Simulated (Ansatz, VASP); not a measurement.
**BN in VASP and in Ansatz**

```
CELL_PARAMETERS angstrom
2.50612 0.00000 0.00000
-1.25306 2.17037 0.00000
0.00000 0.00000 6.59736
ATOMIC_POSITIONS crystal
B 0.06635 0.13270 0.50000
B 0.33333 0.66667 0.00000
N 0.00000 0.00000 0.00000
N 0.66667 0.33333 0.50000
```

Alike in both runs: task single point; functional PBE; dispersion D3(BJ); k mesh 12 × 12 × 4; occupations gaussian, width 0.05 eV; no spin polarisation.

```csv
,VASP,Ansatz
version,VASP 6.6.1,Ansatz 0.2.0
potentials or method,"VASP PAW PBE potentials, release 64 (B, N), cutoff 520 eV","scalar-relativistic, plane waves, PAW"
valence electrons in the cell,16,16
```

```tsv
	VASP	Ansatz	Ansatz less VASP
gap on the k mesh at the Fermi level (eV)	2.22	2.23	+0.009
least direct gap on the mesh (eV)	3.52	3.53	+0.002
pressure (GPa)	11.0	11.1	+0.10
traceless stress, the component that is largest in VASP (GPa)	18.11	18.14	+0.029
rms of the force components (eV/Å)	2.596	2.608	+0.0116
```

Atom by atom the forces differ by 0.012 eV/Å (rms over components).
